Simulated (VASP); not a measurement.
# CdInS2 (P-3m1) in VASP: a series of runs

CdInS2 is run at these levels: PBE; tasks: single point.

Everything below comes from runs of VASP 6.6.1. Logs are shortened: lines on timing, memory, paths and dates and some standing lists are left out, and cuts for length are marked.

## (1) The cell of the first run

The structure is trigonal, space group P-3m1 (No. 164). The conventional cell has a = 4.067 Å, b = 4.067 Å, c = 7.157 Å, α = 90.00°, β = 90.00°, γ = 120.00°. Within 3.8 Å of Cd (site symmetry -3m) lie 6 S at 2.92 Å and 2 In at 3.58 Å. In (site symmetry -3m) has 6 S at 2.99 Å and 2 Cd at 3.58 Å within 3.9 Å. Within 3.8 Å of S (site symmetry 3m) lie 3 Cd at 2.92 Å and 3 In at 2.99 Å.

## (2) Single point, PBE (25.63 Å³/atom)

Input file INCAR:

```
SYSTEM = CdInS2
PREC = Accurate
ENCUT = 520
EDIFF = 1E-6
ISMEAR = 0
SIGMA = 0.15
LREAL = .FALSE.
LASPH = .TRUE.
NELM = 80
ALGO = Normal
ISIF = 2
LWAVE = .FALSE.
LCHARG = .FALSE.
GGA = PE
NBANDS = 26
```

Input file KPOINTS:

```
Automatic mesh
0
G
  15 15 8
  0 0 0
```

Input file POSCAR:

```
CdInS2
1.0
    4.0672090903      0.0000000000      0.0000000000
   -2.0336045451      3.5223063947      0.0000000000
    0.0000000000      0.0000000000      7.1565203605
Cd In S
1 1 2
Direct
    0.0000000000      0.0000000000      0.0000000000
    0.0000000000      0.0000000000      0.5000000000
    0.6666666667      0.3333333333      0.7578554487
    0.3333333333      0.6666666667      0.2421445513
```

Potentials or basis: VASP PAW PBE potentials, release 64 (Cd, In_d, S).

Run with:

```sh
> cat potpaw_PBE.64/Cd/POTCAR potpaw_PBE.64/In_d/POTCAR potpaw_PBE.64/S/POTCAR > POTCAR
> mpirun -np 1 vasp_std > vasp.out
```

OUTCAR:

```text
SYSTEM = CdInS2
   PREC = Accurate
   ENCUT = 520
   EDIFF = 1E-6
   ISMEAR = 0
   LREAL = .FALSE.
   LASPH = .TRUE.
   NELM = 80
   ISIF = 2
   GGA = PE

 ion  position               nearest neighbor table
   1  0.000  0.000  0.000-   3 2.92   4 2.92   4 2.92   3 2.92   3 2.92   4 2.92   2 3.58   2 3.58

   2  0.000  0.000  0.500-   3 2.99   4 2.99   4 2.99   3 2.99   3 2.99   4 2.99   1 3.58   1 3.58

   3  0.667  0.333  0.758-   1 2.92   1 2.92   1 2.92   2 2.99   2 2.99   2 2.99
   4  0.333  0.667  0.242-   1 2.92   1 2.92   1 2.92   2 2.99   2 2.99   2 2.99

  LATTYP: Found a hexagonal cell.
 ALAT       =     4.0672090903
 C/A-ratio  =     1.7595653928

  Lattice vectors:

 A1 = (   4.0672090903,   0.0000000000,   0.0000000000)
 A2 = (  -2.0336045451,   3.5223063947,   0.0000000000)
 A3 = (   0.0000000000,   0.0000000000,   7.1565203605)

Analysis of symmetry for initial positions (statically):
=====================================================================
 Subroutine PRICEL returns:
 Original cell was already a primitive cell.

 Routine SETGRP: Setting up the symmetry group for a
 hexagonal supercell.

 Subroutine GETGRP returns: Found 12 space group operations
 (whereof 12 operations were pure point group operations)
 out of a pool of 24 trial point group operations.

The static configuration has the point symmetry D_3d.

Analysis of symmetry for dynamics (positions and initial velocities):
=====================================================================
 Subroutine PRICEL returns:
 Original cell was already a primitive cell.

 Routine SETGRP: Setting up the symmetry group for a
 hexagonal supercell.

 Subroutine GETGRP returns: Found 12 space group operations
 (whereof 12 operations were pure point group operations)
 out of a pool of 24 trial point group operations.

The dynamic configuration has the point symmetry D_3d.

 Subroutine INISYM returns: Found 12 space group operations
 (whereof 12 operations are pure point group operations),
 and found     1 'primitive' translations

----------------------------------------------------------------------------------------

                                     Primitive cell

  volume of cell :     102.5240

  direct lattice vectors                    reciprocal lattice vectors
     4.067209090  0.000000000  0.000000000     0.245868845  0.141952444  0.000000000
    -2.033604545  3.522306395  0.000000000     0.000000000  0.283904887  0.000000000
     0.000000000  0.000000000  7.156520361     0.000000000  0.000000000  0.139732712

  length of vectors
     4.067209090  4.067209090  7.156520361     0.283904887  0.283904887  0.139732712

  position of ions in fractional coordinates (direct lattice)
     0.000000000  0.000000000  0.000000000
     0.000000000  0.000000000  0.500000000
     0.666666667  0.333333333  0.757855449
     0.333333333  0.666666667  0.242144551

  ion indices of the primitive-cell ions
   primitive index   ion index
                 1           1
                 2           2
                 3           3
                 4           4

----------------------------------------------------------------------------------------

 KPOINTS: Automatic mesh

Automatic generation of k-mesh.
 Grid dimensions read from file:
 generate k-points for:   15   15    8

 Generating k-lattice:

  Cartesian coordinates                     Fractional coordinates (reciprocal lattice)
     0.016391256  0.009463496  0.000000000     0.066666667  0.000000000  0.000000000
     0.000000000  0.018926992  0.000000000     0.000000000  0.066666667  0.000000000
     0.000000000  0.000000000  0.017466589     0.000000000  0.000000000  0.125000000

  Length of vectors
     0.018926992  0.018926992  0.017466589

  Shift w.r.t. Gamma in fractional coordinates (k-lattice)
     0.000000000  0.000000000  0.000000000

 Subroutine IBZKPT returns following result:
 ===========================================

 Found    192 irreducible k-points:

 Following reciprocal coordinates:
            Coordinates               Weight
  0.000000  0.000000  0.000000      1.000000
  0.066667 -0.000000  0.000000      6.000000
  0.133333 -0.000000  0.000000      6.000000
  0.200000 -0.000000  0.000000      6.000000
  0.266667 -0.000000  0.000000      6.000000
  0.333333  0.000000  0.000000      6.000000
[... 16 lines left out ...]
  0.333333  0.200000  0.000000     12.000000
  0.400000  0.200000  0.000000      6.000000
 [... further k-points ...]
   k-points           NKPTS =    192   k-points in BZ     NKDIM =    192   number of bands    NBANDS=     26
   number of dos      NEDOS =    301   number of ions     NIONS =      4
   total plane-waves  NPLWV =  48600
   dimension x,y,z NGX =    30 NGY =   30 NGZ =   54
   dimension x,y,z NGXF=    60 NGYF=   60 NGZF=  108
   ions per type =               1   1   2
   NGX,Y,Z   is equivalent  to a cutoff of  12.26, 12.26, 12.54 a.u.
   NGXF,Y,Z  is equivalent  to a cutoff of  24.52, 24.52, 25.09 a.u.
 SYSTEM =  CdInS2
   PREC   = accura    normal or accurate (medium, high low for compatibility)
   ISTART =      0    job   : 0-new  1-cont  2-samecut
   ICHARG =      2    charge: 1-file 2-atom 10-const
   ISPIN  =      1    spin polarized calculation?
   LNONCOLLINEAR =      F non collinear calculations
   LSORBIT =      F    spin-orbit coupling
   LASPH  =      T    aspherical Exc in radial PAW
   ENCUT  =  520.0 eV  38.22 Ry    6.18 a.u.   7.56  7.56 13.31*2*pi/ulx,y,z
   NELM   =     80;   NELMIN=  2; NELMDL= -5     # of ELM steps
   EDIFF  = 0.1E-05   stopping-criterion for ELM
   LREAL  =      F    real-space projection
   EDIFFG = 0.1E-04   stopping-criterion for IOM
   NSW    =      0    number of steps for IOM
   IBRION =     -1    ionic relax: 0-MD 1-quasi-New 2-CG
   NFREE  =      0    steps in history (QN), initial steepest desc. (CG)
   ISIF   =      2    stress and relaxation
   ISYM   =      2    0-nonsym 1-usesym 2-fastsym
   POTIM  = 0.5000    time-step for ionic-motion
   TEBEG  =    0.0;   TEEND  =   0.0 temperature during run
   PSTRESS=    0.0 pullay stress
   NELECT =      37.0000    total number of electrons
   NUPDOWN=      -1.0000    fix difference up-down
   EMIN   =  10.00;   EMAX   =-10.00  energy-range for DOS
   EFERMI =   0.00;   METHOD = LEGACY
   ISMEAR =     0;   SIGMA  =   0.15  broadening in eV -4-tet -1-fermi 0-gaus
   EFERMI_NEDOS =   21; number of points for ismear=-14 and -15
   IALGO  =     38    algorithm
   IMIX   =      4    mixing-type and parameters
     AMIX     =   0.40;   BMIX     =  1.00
     AMIX_MAG =   1.60;   BMIX_MAG =  1.00
  volume/ion in A,a.u.               =      25.63       172.97
  Fermi-wavevector in a.u.,A,eV,Ry     =   1.165557  2.202584 18.483833  1.358523
  Thomas-Fermi vector in A             =   2.302081
   LORBIT       =      0    0 simple, 1 ext, 2 COOP (PROOUT), +10 PAW based schemes
   GGA     = PE    functional components
   LHFCALC =     F    Hartree Fock is set to
   AEXX    =    0.0000 exact exchange contribution
   IVDW    =     0    specifies the selected vdW correction
   LEPSILON=     F    determine dielectric tensor
   LRPA    =     F    only Hartree local field effects (RPA)
 non-spin polarized calculation
 Gauss-broadening in eV      SIGMA  =   0.15
  energy-cutoff  :      520.00
  volume of cell :      102.52
 maximum number of plane-waves:      2791
   NGX = 15   NGY = 15   NGZ = 27

 number of electron      37.0000025 magnetization

 Free energy of the ion-electron system (eV)
  ---------------------------------------------------
  ext. energy  EPLUGINS =         0.00000000
  ---------------------------------------------------
  free energy    TOTEN  =       -12.77667471 eV

  energy without entropy =      -12.75787192  energy(sigma->0) =      -12.76727332

 E-fermi :   3.4740     XC(G=0):  -9.3671

 val. band max:        3.4628670435   @ k =   0.0667   0.0667   0.2500
 cond. band min:       3.4766957340   @ k =   0.2000   0.2000   0.0000
 fundamental gap:      0.0138286906
 Fermi energy:         3.4740109342

 k-point     1 :       0.0000    0.0000    0.0000
  band No.  band energies     occupation
      1     -10.8119      2.00000
      2     -10.8119      2.00000
      3     -10.8048      2.00000
      4     -10.7667      2.00000
      5     -10.7667      2.00000
      6      -9.2899      2.00000
[... 18 lines left out ...]
     25      10.3312      0.00000
     26      10.3312      0.00000

 k-point     2 :       0.0667   -0.0000    0.0000
  band No.  band energies     occupation
      1     -10.8151      2.00000
      2     -10.8095      2.00000
      3     -10.8034      2.00000
      4     -10.7705      2.00000
      5     -10.7671      2.00000
      6      -9.2654      2.00000
[... 18 lines left out ...]
     25      10.1758      0.00000
     26      10.4873      0.00000

 k-point     3 :       0.1333   -0.0000    0.0000
  band No.  band energies     occupation
      1     -10.8263      2.00000
      2     -10.8030      2.00000
      3     -10.7993      2.00000
      4     -10.7788      2.00000
      5     -10.7679      2.00000
      6      -9.1939      2.00000
[... 18 lines left out ...]
     25       9.9604      0.00000
     26      10.4853      0.00000

 k-point     4 :       0.2000   -0.0000    0.0000
  band No.  band energies     occupation
      1     -10.8463      2.00000
      2     -10.7957      2.00000
      3     -10.7938      2.00000
      4     -10.7841      2.00000
      5     -10.7685      2.00000
      6      -9.0818      2.00000
[... 18 lines left out ...]
     25       9.9678      0.00000
     26      10.0440      0.00000
[... 496 lines left out ...]
      1     -10.8912      2.00000
      2     -10.8098      2.00000
      3     -10.7920      2.00000
      4     -10.7779      2.00000
      5     -10.7577      2.00000
      6      -8.6258      2.00000
[... 18 lines left out ...]
     25       9.8334      0.00000
     26      10.6429      0.00000

 k-point    23 :       0.3333    0.2000    0.0000
  band No.  band energies     occupation
      1     -10.8964      2.00000
      2     -10.8160      2.00000
      3     -10.7929      2.00000
      4     -10.7707      2.00000
      5     -10.7588      2.00000
      6      -8.5222      2.00000
[... 18 lines left out ...]
     25       9.6592      0.00000
     26      10.8857      0.00000

 k-point    24 :       0.4000    0.2000    0.0000
  band No.  band energies     occupation
      1     -10.8981      2.00000
      2     -10.8183      2.00000
      3     -10.7933      2.00000
      4     -10.7656      2.00000
      5     -10.7615      2.00000
      6      -8.4762      2.00000
[... 18 lines left out ...]
     25       9.3901      0.00000
     26      10.9562      0.00000

 [... further k-points ...]

------------------------ aborting loop because EDIFF is reached ----------------------------------------

  FORCE on cell =-STRESS in cart. coord.  units (eV):
  Direction    XX          YY          ZZ          XY          YZ          ZX
  --------------------------------------------------------------------------------------
  -------------------------------------------------------------------------------------
  Total       -3.7643302     -3.7643302     -4.6882234     -0.0000000      0.0000000      0.0000000
  in kB      -58.8264646    -58.8264646    -73.2644574     -0.0000000      0.0000000      0.0000000
  external PRESSURE =     -63.6391288 kB  Pullay stress =       0.0000000 kB

 VOLUME and BASIS-vectors are now :
 -----------------------------------------------------------------------------
  energy-cutoff  :      520.00
  volume of cell :      102.52
      direct lattice vectors                 reciprocal lattice vectors
     4.067209090  0.000000000  0.000000000     0.245868845  0.141952444  0.000000000
    -2.033604545  3.522306395  0.000000000     0.000000000  0.283904887  0.000000000
     0.000000000  0.000000000  7.156520361     0.000000000  0.000000000  0.139732712

 POSITION                                       TOTAL-FORCE (eV/Angst)
 -----------------------------------------------------------------------------------
      0.00000      0.00000      0.00000        -0.000000      0.000000      0.000000
      0.00000      0.00000      3.57826        -0.000000      0.000000      0.000000
      2.03360      1.17410      5.42361        -0.000000      0.000000      0.086541
     -0.00000      2.34820      1.73291         0.000000     -0.000000     -0.086541
 -----------------------------------------------------------------------------------
    total drift:                               -0.000000      0.000000      0.000000

  FREE ENERGIE OF THE ION-ELECTRON SYSTEM (eV)
  ---------------------------------------------------
  free  energy   TOTEN  =       -12.7766747099 eV

  energy  without entropy=      -12.7578719229  energy(sigma->0) =      -12.76727332
```

It took 4.9 min on 1 thread of Intel Xeon Platinum 8488C (Sapphire Rapids), shared host; peak memory 0.59 GiB.

What came out:

```yaml
Free_energy: -12.7767 eV
Pressure: -6.4 GPa
Largest_force: 0.087 eV/Å
Band_gap_on_the_k_mesh: zero (an odd number of electrons rules out a gap without spin polarisation)
```

Forces on the atoms (eV/Å):
```
Cd   0.000  0.000  0.000
In   0.000  0.000  0.000
S    0.000  0.000  0.087
S    0.000  0.000 -0.087
```

Levels at points of the mesh, in eV from the Fermi level:
```
           k point  band 14  band 15  band 16  band 17  band 18  band 19  band 20  band 21  band 22  band 23
(0.00, 0.00, 0.00)    -2.01    -1.92    -1.46    -1.46    -1.13    -1.13     2.12     3.64     5.03     5.03
(0.00, 0.00, 0.50)    -4.07    -1.34    -1.34    -1.23    -1.23     0.40     0.98     4.67     4.96     5.03
```

Caveat: the cell stands under tension; spin-orbit coupling is left out, which moves the levels of the heavy elements.

## (3) Single point, PBE (25.63 Å³/atom)

Input file INCAR:

```
SYSTEM = CdInS2
ALGO = Normal ; EDIFF = 1E-6
ENCUT = 520 ; GGA = PE
ISIF = 2 ; ISMEAR = 0
LASPH = .TRUE. ; LCHARG = .TRUE.
LELF = .TRUE. ; LREAL = .FALSE.
LVHAR = .TRUE. ; LWAVE = .FALSE.
NBANDS = 26 ; NELM = 60
PREC = Accurate ; SIGMA = 0.15
```

Input file KPOINTS:

```
k-points
0
G
  15 15 8
  0 0 0
```

Input file POSCAR:

```
CdInS2
1.0
    4.1502875981      0.0000000000      0.0000000000
   -2.0751437990      3.5942544930      0.0000000000
    0.0000000000      0.0000000000      6.8728762625
Cd In S
1 1 2
Direct
    0.0000000000      0.0000000000      0.0000000000
    0.0000000000      0.0000000000      0.5000000000
    0.6666666667      0.3333333333      0.7578554487
    0.3333333333      0.6666666667      0.2421445513
```

Potentials or basis: VASP PAW PBE potentials, release 64 (Cd, In_d, S).

Run with:

```sh
> cat potpaw_PBE.64/Cd/POTCAR potpaw_PBE.64/In_d/POTCAR potpaw_PBE.64/S/POTCAR > POTCAR
> mpirun -np 1 vasp_std > vasp.out
```

Wall time 12 min (1 thread of Intel Xeon 8259CL, shared host); peak memory 0.58 GiB.

The run converged. Its results:

```
Free energy            : -12.7612 eV
Pressure               : -6.0 GPa
Largest force          : 0.121 eV/Å
Band gap on the k mesh : zero (an odd number of electrons rules out a gap without spin polarisation)
```

Forces in eV/Å, atoms in the order of the input:
```
Cd   0.000  0.000  0.000
In   0.000  0.000  0.000
S    0.000  0.000  0.121
S    0.000  0.000 -0.121
```

Stress tensor (GPa, compression positive):
```
-6.87  0.00  0.00
 0.00 -6.87  0.00
 0.00  0.00 -4.33
```

Levels at points of the mesh, in eV from the Fermi level:
| k point | band 16 | band 17 | band 18 | band 19 | band 20 | band 21 |
| --- | --- | --- | --- | --- | --- | --- |
| (0.00, 0.00, 0.00) | -1.69 | -1.69 | -1.34 | -1.34 | 1.69 | 3.65 |
| (0.00, 0.00, 0.50) | -1.56 | -1.45 | -1.45 | 0.27 | 0.77 | 4.66 |

Caveat: the cell stands under tension; spin-orbit coupling is left out, which moves the levels of the heavy elements.

(Continued in part 2 of 2.)
